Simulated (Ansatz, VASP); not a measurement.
**Two plane-wave programs on NaF**

INCAR

```
SYSTEM = NaF
ALGO = Normal
EDIFF = 1E-6
ENCUT = 520
GGA = PS
ISIF = 2
ISMEAR = 0
LASPH = .True.
LCHARG = .True.
LELF = .True.
LREAL = .False.
LVHAR = .True.
LWAVE = .False.
NBANDS = 14
NELM = 60
PREC = Accurate
SIGMA = 0.05
```

Contents of KPOINTS:

```
k-points
0
Gamma
  10 10 10
  0 0 0
```

Contents of POSCAR:

```
NaF
1.0
   -0.5034920084      2.1007770007      2.1007770007
    2.1007770007     -0.5034920084      2.1007770007
    2.1007770007      2.1007770007     -0.5034920084
Na F
1 1
Direct
    0.0000000000      0.0000000000      0.0000000000
    0.5000000000      0.5000000000      0.5000000000
```

Input for Ansatz:

```yaml
crystal:
  lattice:
    - [-0.5034920084, 2.1007770007, 2.1007770007]
    - [2.1007770007, -0.5034920084, 2.1007770007]
    - [2.1007770007, 2.1007770007, -0.5034920084]
  atoms:
    - { symbol: Na, position: [0.0, 0.0, 0.0] }
    - { symbol: F, position: [0.5, 0.5, 0.5] }
basis:
  ecutwfc: 420
kpoints:
  mp_grid: { grid: [10, 10, 10] }
hamiltonian:
  xc: pbesol
scf:
  occupations: { method: gaussian, width: 0.05 }
output:
  forces: true
  stress: true
  eigenvalues: true
```

Alike in both runs: task single point; functional PBEsol; k mesh 10 × 10 × 10; occupations gaussian, width 0.05 eV; no spin polarisation.

```csv
,VASP,Ansatz
version,VASP 6.6.1,Ansatz 0.2.0
potentials or method,"VASP PAW PBE potentials, release 64 (Na_pv, F), cutoff 520 eV","scalar-relativistic, plane waves, PAW"
valence electrons in the cell,14,16
```

```tsv
	VASP	Ansatz	Ansatz less VASP
gap on the k mesh at the Fermi level (eV)	5.46	5.47	+0.019
least direct gap on the mesh (eV)	5.46	5.47	+0.019
pressure (GPa)	-2.3	-2.2	+0.10
traceless stress, the component that is largest in VASP (GPa)	2.37	2.41	+0.034
```

VASP's potentials were made for PBE, not for PBEsol. With one functional, cell and mesh, what is left measures potentials, basis and numerics. VASP's potentials hold 14 valence electrons a cell and Ansatz's 16, so a difference there can come from the potentials and not from the codes.
